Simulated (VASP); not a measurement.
# Si (P6_3/mmc) in VASP: further runs

The runs below take Si through single point, with r2SCAN.

Program: VASP 6.6.1. These are calculated values, not measurements. Logs are shortened: lines on timing, memory, paths and dates and some standing lists are left out, and cuts for length are marked.

## 1. The cell of the first run

It takes space group P6_3/mmc (No. 194, hexagonal). The conventional cell has a = 2.732 Å, b = 2.732 Å, c = 4.281 Å, α = 90.00°, β = 90.00°, γ = 120.00°. Within 3.5 Å of Si (site symmetry -6m2) lie 12 Si at 2.66 to 2.73 Å.

This isn't the form of Si at room conditions, which is diamond.

## 2. Single point, r2SCAN (strain +0.025 along x and y, -0.050 along z)

The input, POSCAR:

```
Si
1.0
    2.7322169471      0.0000000000      0.0000000000
   -1.3661084736      2.3661692849      0.0000000000
    0.0000000000      0.0000000000      4.2809558065
Si
2
Direct
    0.3333333333      0.6666666667      0.2500000000
    0.6666666667      0.3333333333      0.7500000000
```

The input, INCAR.step1:

```
PREC = Accurate
ENCUT = 520
ISMEAR = 0
SIGMA = 0.15
LREAL = False
LASPH = True
NELM = 80
NBANDS = 11
GGA = PE
ALGO = Normal
EDIFF = 1E-4
LWAVE = True
LCHARG = False
```

The input, INCAR.step2:

```
PREC = Accurate
ENCUT = 520
EDIFF = 1E-7
ISMEAR = 0
SIGMA = 0.15
LREAL = False
LASPH = True
NELM = 80
ALGO = Normal
ISIF = 2
LWAVE = False
LCHARG = False
METAGGA = R2SCAN
LMIXTAU = True
NBANDS = 11
ISTART = 1
```

The input, KPOINTS:

```
Automatic mesh
0
Gamma
  24 24 10
```

Potentials or basis: VASP PAW PBE potentials, release 64 (Si).

Started as:

```bash
cat potpaw_PBE.64/Si/POTCAR > POTCAR
cp INCAR.step1 INCAR
mpirun -np 1 vasp_std > vasp.out
cp INCAR.step2 INCAR
mpirun -np 1 vasp_std > vasp.out
```

OUTCAR:

```text
PREC = Accurate
   ENCUT = 520
   EDIFF = 1E-7
   ISMEAR = 0
   LREAL = False
   LASPH = True
   NELM = 80
   ISIF = 2
   METAGGA = R2SCAN
   ISTART = 1

 ion  position               nearest neighbor table
   1  0.333  0.667  0.250-   2 2.66   2 2.66   2 2.66   2 2.66   2 2.66   2 2.66
   2  0.667  0.333  0.750-   1 2.66   1 2.66   1 2.66   1 2.66   1 2.66   1 2.66

  LATTYP: Found a hexagonal cell.
 ALAT       =     2.7322169471
 C/A-ratio  =     1.5668432959

  Lattice vectors:

 A1 = (   2.7322169471,   0.0000000000,   0.0000000000)
 A2 = (  -1.3661084736,   2.3661692849,   0.0000000000)
 A3 = (   0.0000000000,   0.0000000000,   4.2809558065)

Analysis of symmetry for initial positions (statically):
=====================================================================
 Subroutine PRICEL returns:
 Original cell was already a primitive cell.

 Routine SETGRP: Setting up the symmetry group for a
 hexagonal supercell.

 Subroutine GETGRP returns: Found 24 space group operations
 (whereof 12 operations were pure point group operations)
 out of a pool of 24 trial point group operations.

The static configuration has the point symmetry D_3d.
 The point group associated with its full space group is D_6h.

Analysis of symmetry for dynamics (positions and initial velocities):
=====================================================================
 Subroutine PRICEL returns:
 Original cell was already a primitive cell.

 Routine SETGRP: Setting up the symmetry group for a
 hexagonal supercell.

 Subroutine GETGRP returns: Found 24 space group operations
 (whereof 12 operations were pure point group operations)
 out of a pool of 24 trial point group operations.

The dynamic configuration has the point symmetry D_3d.
 The point group associated with its full space group is D_6h.

 Subroutine INISYM returns: Found 24 space group operations
 (whereof 12 operations are pure point group operations),
 and found     1 'primitive' translations

----------------------------------------------------------------------------------------

                                     Primitive cell

  volume of cell :      27.6759

  direct lattice vectors                    reciprocal lattice vectors
     2.732216947  0.000000000  0.000000000     0.366003147  0.211312015  0.000000000
    -1.366108474  2.366169285  0.000000000     0.000000000  0.422624030  0.000000000
     0.000000000  0.000000000  4.280955806     0.000000000  0.000000000  0.233592694

  length of vectors
     2.732216947  2.732216947  4.280955806     0.422624030  0.422624030  0.233592694

  position of ions in fractional coordinates (direct lattice)
     0.333333333  0.666666667  0.250000000
     0.666666667  0.333333333  0.750000000

  ion indices of the primitive-cell ions
   primitive index   ion index
                 1           1
                 2           2

----------------------------------------------------------------------------------------

 KPOINTS: Automatic mesh

Automatic generation of k-mesh.
 Grid dimensions read from file:
 generate k-points for:   24   24   10

 Generating k-lattice:

  Cartesian coordinates                     Fractional coordinates (reciprocal lattice)
     0.015250131  0.008804667  0.000000000     0.041666667 -0.000000000  0.000000000
     0.000000000  0.017609335  0.000000000     0.000000000  0.041666667  0.000000000
     0.000000000  0.000000000  0.023359269     0.000000000  0.000000000  0.100000000

  Length of vectors
     0.017609335  0.017609335  0.023359269

  Shift w.r.t. Gamma in fractional coordinates (k-lattice)
     0.000000000  0.000000000  0.000000000

 Subroutine IBZKPT returns following result:
 ===========================================

 Found    366 irreducible k-points:

 Following reciprocal coordinates:
            Coordinates               Weight
  0.000000  0.000000  0.000000      1.000000
  0.041667  0.000000  0.000000      6.000000
  0.083333  0.000000  0.000000      6.000000
  0.125000  0.000000  0.000000      6.000000
  0.166667  0.000000  0.000000      6.000000
  0.208333 -0.000000  0.000000      6.000000
[... 16 lines left out ...]
  0.416667  0.041667  0.000000     12.000000
  0.458333  0.041667  0.000000     12.000000
 [... further k-points ...]
   k-points           NKPTS =    366   k-points in BZ     NKDIM =    366   number of bands    NBANDS=     11
   number of dos      NEDOS =    301   number of ions     NIONS =      2
   total plane-waves  NPLWV =  12800
   dimension x,y,z NGX =    20 NGY =   20 NGZ =   32
   dimension x,y,z NGXF=    40 NGYF=   40 NGZF=   64
   ions per type =               2
   NGX,Y,Z   is equivalent  to a cutoff of  12.17, 12.17, 12.43 a.u.
   NGXF,Y,Z  is equivalent  to a cutoff of  24.34, 24.34, 24.85 a.u.
 SYSTEM =  unknown system
   PREC   = accura    normal or accurate (medium, high low for compatibility)
   ISTART =      1    job   : 0-new  1-cont  2-samecut
   ICHARG =      0    charge: 1-file 2-atom 10-const
   ISPIN  =      1    spin polarized calculation?
   LNONCOLLINEAR =      F non collinear calculations
   LSORBIT =      F    spin-orbit coupling
   LASPH  =      T    aspherical Exc in radial PAW
   ENCUT  =  520.0 eV  38.22 Ry    6.18 a.u.   5.08  5.08  7.96*2*pi/ulx,y,z
   NELM   =     80;   NELMIN=  2; NELMDL=  0     # of ELM steps
   EDIFF  = 0.1E-06   stopping-criterion for ELM
   LREAL  =      F    real-space projection
   EDIFFG = 0.1E-05   stopping-criterion for IOM
   NSW    =      0    number of steps for IOM
   IBRION =     -1    ionic relax: 0-MD 1-quasi-New 2-CG
   NFREE  =      0    steps in history (QN), initial steepest desc. (CG)
   ISIF   =      2    stress and relaxation
   ISYM   =      2    0-nonsym 1-usesym 2-fastsym
   POTIM  = 0.5000    time-step for ionic-motion
   TEBEG  =    0.0;   TEEND  =   0.0 temperature during run
   PSTRESS=    0.0 pullay stress
   NELECT =       8.0000    total number of electrons
   NUPDOWN=      -1.0000    fix difference up-down
   EMIN   =  10.00;   EMAX   =-10.00  energy-range for DOS
   EFERMI =   0.00;   METHOD = LEGACY
   ISMEAR =     0;   SIGMA  =   0.15  broadening in eV -4-tet -1-fermi 0-gaus
   EFERMI_NEDOS =   21; number of points for ismear=-14 and -15
   IALGO  =     38    algorithm
   IMIX   =      4    mixing-type and parameters
     AMIX     =   0.40;   BMIX     =  1.00
     AMIX_MAG =   1.60;   BMIX_MAG =  1.00
  volume/ion in A,a.u.               =      13.84        93.38
  Fermi-wavevector in a.u.,A,eV,Ry     =   1.082441  2.045517 15.941655  1.171679
  Thomas-Fermi vector in A             =   2.218483
   LORBIT       =      0    0 simple, 1 ext, 2 COOP (PROOUT), +10 PAW based schemes
   METAGGA = R2SCAN    functional components
   LHFCALC =     F    Hartree Fock is set to
   AEXX    =    0.0000 exact exchange contribution
   IVDW    =     0    specifies the selected vdW correction
   LEPSILON=     F    determine dielectric tensor
   LRPA    =     F    only Hartree local field effects (RPA)
 non-spin polarized calculation
 Gauss-broadening in eV      SIGMA  =   0.15
  energy-cutoff  :      520.00
  volume of cell :       27.68
 maximum number of plane-waves:       762
   NGX = 11   NGY = 11   NGZ = 15

 number of electron       8.0000000 magnetization

 Free energy of the ion-electron system (eV)
  ---------------------------------------------------
  ext. energy  EPLUGINS =         0.00000000
  ---------------------------------------------------
  free energy    TOTEN  =       -16.11575506 eV

  energy without entropy =      -16.10802307  energy(sigma->0) =      -16.11188906

 E-fermi :  10.8251     XC(G=0): -12.1741

 val. band max:       10.8248067634   @ k =   0.2500   0.2083   0.3000
 cond. band min:      10.8268936047   @ k =   0.4583   0.0833   0.0000
 fundamental gap:      0.0020868413
 Fermi energy:        10.8251123752

 k-point     1 :       0.0000    0.0000    0.0000
  band No.  band energies     occupation
      1      -5.0064      2.00000
      2       3.2559      2.00000
      3       3.3033      2.00000
      4      19.1082      0.00000
      5      19.1082      0.00000
      6      20.6656      0.00000
      7      20.6656      0.00000
      8      23.6777      0.00000
      9      23.8557      0.00000
     10      24.6159      0.00000
     11      25.8428      0.00000

 k-point     2 :       0.0417    0.0000    0.0000
  band No.  band energies     occupation
      1      -4.9585      2.00000
      2       3.3009      2.00000
      3       3.3503      2.00000
      4      18.2934      0.00000
      5      18.6637      0.00000
      6      20.6256      0.00000
      7      21.1684      0.00000
      8      24.0603      0.00000
      9      24.2224      0.00000
     10      24.3598      0.00000
     11      25.1452      0.00000

 k-point     3 :       0.0833    0.0000    0.0000
  band No.  band energies     occupation
      1      -4.8150      2.00000
      2       3.4358      2.00000
      3       3.4913      2.00000
      4      16.7476      0.00000
      5      17.9067      0.00000
      6      20.2097      0.00000
      7      22.0602      0.00000
      8      23.5407      0.00000
      9      23.5816      0.00000
     10      24.7085      0.00000
     11      24.7708      0.00000

 k-point     4 :       0.1250    0.0000    0.0000
  band No.  band energies     occupation
      1      -4.5760      2.00000
      2       3.6604      2.00000
      3       3.7257      2.00000
      4      15.0478      0.00000
      5      17.1541      0.00000
      6      19.6063      0.00000
      7      22.1407      0.00000
      8      22.2771      0.00000
      9      22.7512      0.00000
     10      24.4840      0.00000
     11      25.4434      0.00000
[... 239 lines left out ...]
 k-point    22 :       0.3750    0.0417    0.0000
  band No.  band energies     occupation
      1      -0.7038      2.00000
      2       4.8904      2.00000
      3       7.2763      2.00000
      4       7.5602      2.00000
      5      12.8424      0.00000
      6      12.9430      0.00000
      7      13.3675      0.00000
      8      17.3488      0.00000
      9      20.2817      0.00000
     10      21.5891      0.00000
     11      25.0930      0.00000

 k-point    23 :       0.4167    0.0417    0.0000
  band No.  band energies     occupation
      1       0.2184      2.00000
      2       3.6351      2.00000
      3       8.0914      2.00000
      4       8.4436      2.00000
      5      11.6640      0.00000
      6      11.7879      0.00000
      7      13.1624      0.00000
      8      17.1764      0.00000
      9      20.1303      0.00000
     10      21.4066      0.00000
     11      24.9650      0.00000

 k-point    24 :       0.4583    0.0417    0.0000
  band No.  band energies     occupation
      1       1.1745      2.00000
      2       2.5088      2.00000
      3       8.8048      2.00000
      4       9.3927      2.00000
      5      10.5588      1.98795
      6      10.9038      0.45795
      7      13.0713      0.00000
      8      17.0899      0.00000
      9      20.0545      0.00000
     10      21.3153      0.00000
     11      24.8997      0.00000

 [... further k-points ...]
[... 5 lines left out ...]
  --------------------------------------------------------------------------------------
  -------------------------------------------------------------------------------------
  Total       -0.2532742     -0.2532742      0.2346846      0.0000000      0.0000000     -0.0000000
  in kB      -14.6622232    -14.6622232     13.5860559      0.0000000      0.0000000     -0.0000000
  external PRESSURE =      -5.2461302 kB  Pullay stress =       0.0000000 kB

 VOLUME and BASIS-vectors are now :
 -----------------------------------------------------------------------------
  energy-cutoff  :      520.00
  volume of cell :       27.68
      direct lattice vectors                 reciprocal lattice vectors
     2.732216947  0.000000000  0.000000000     0.366003147  0.211312015  0.000000000
    -1.366108474  2.366169285  0.000000000     0.000000000  0.422624030  0.000000000
     0.000000000  0.000000000  4.280955806     0.000000000  0.000000000  0.233592694

 POSITION                                       TOTAL-FORCE (eV/Angst)
 -----------------------------------------------------------------------------------
     -0.00000      1.57745      1.07024        -0.000000      0.000000      0.000000
      1.36611      0.78872      3.21072         0.000000     -0.000000      0.000000
 -----------------------------------------------------------------------------------
    total drift:                               -0.000000      0.000000     -0.000000

  FREE ENERGIE OF THE ION-ELECTRON SYSTEM (eV)
  ---------------------------------------------------
  free  energy   TOTEN  =       -16.1157550572 eV

  energy  without entropy=      -16.1080230681  energy(sigma->0) =      -16.11188906
```

Run time: 4.4 min. Hardware: 1 thread of Intel Xeon 8259CL, shared host; peak memory 0.21 GiB.

Results:

| Property | Result |
| --- | --- |
| Free energy | -16.1158 eV |
| Pressure | -0.5 GPa |
| Band gap on the k mesh | zero (bands 4 and 5 overlap by 12.73 eV) |

Caveat: the cell differs from its parent crystal (strain +0.025 along x and y, -0.050 along z); the PAW data sets were made with another functional, which shifts forces and pressure a little.

## 3. Single point, r2SCAN (strain +0.000 along x and y, +0.025 along z)

The input, POSCAR:

```
Si
1.0
    2.6655775094      0.0000000000      0.0000000000
   -1.3327887547      2.3084578389      0.0000000000
    0.0000000000      0.0000000000      4.6189260017
Si
2
Direct
    0.3333333333      0.6666666667      0.2500000000
    0.6666666667      0.3333333333      0.7500000000
```

The input, INCAR.step1:

```
ALGO = Normal ; EDIFF = 1E-4
ENCUT = 520 ; GGA = PE
ISMEAR = 0 ; LASPH = True
LCHARG = False ; LREAL = False
LWAVE = True ; NBANDS = 11
NELM = 80 ; PREC = Accurate
SIGMA = 0.15
```

The input, INCAR.step2:

```
ALGO = Normal ; EDIFF = 1E-7
ENCUT = 520 ; ISIF = 2
ISMEAR = 0 ; ISTART = 1
LASPH = True ; LCHARG = False
LMIXTAU = True ; LREAL = False
LWAVE = False ; METAGGA = R2SCAN
NBANDS = 11 ; NELM = 80
PREC = Accurate ; SIGMA = 0.15
```

The input, KPOINTS:

```
k-points
0
Gamma
  24 24 10
```

Potentials or basis: VASP PAW PBE potentials, release 64 (Si).

Started as:

```bash
cat potpaw_PBE.64/Si/POTCAR > POTCAR
cp INCAR.step1 INCAR
mpirun -np 1 vasp_std > vasp.out
cp INCAR.step2 INCAR
mpirun -np 1 vasp_std > vasp.out
```

It took 5 min on 1 thread of Intel Xeon 8259CL, shared host; peak memory 0.21 GiB.

The run converged. Its results:

* Free energy: -16.1363 eV
* Pressure: -2.8 GPa
* Band gap on the k mesh: zero (bands 4 and 5 overlap by 13.88 eV)

Stress tensor (GPa, compression positive):
```
-2.56  0.00  0.00
 0.00 -2.56  0.00
 0.00  0.00 -3.30
```

Levels at points of the mesh, in eV from the Fermi level:
| k point | band 1 | band 2 | band 3 | band 4 | band 5 | band 6 | band 7 | band 8 | band 9 |
| --- | --- | --- | --- | --- | --- | --- | --- | --- | --- |
| (0.00, 0.00, 0.00) | -15.55 | -8.96 | -7.84 | 9.98 | 9.98 | 10.64 | 11.10 | 11.17 | 11.17 |
| (0.50, 0.00, 0.00) | -8.67 | -8.14 | -2.29 | -1.75 | -1.68 | -0.04 | 4.26 | 6.56 | 9.39 |
| (0.00, 0.00, 0.50) | -13.75 | -13.75 | 0.18 | 0.18 | 11.35 | 11.35 | 11.35 | 11.35 | 12.92 |
| (0.50, 0.00, 0.50) | -6.98 | -6.98 | -6.34 | -6.34 | 5.81 | 5.81 | 5.88 | 5.88 | 6.99 |

Caveat: the cell differs from its parent crystal (strain +0.000 along x and y, +0.025 along z); the PAW data sets were made with another functional, which shifts forces and pressure a little.

[end of part 1 of 2]
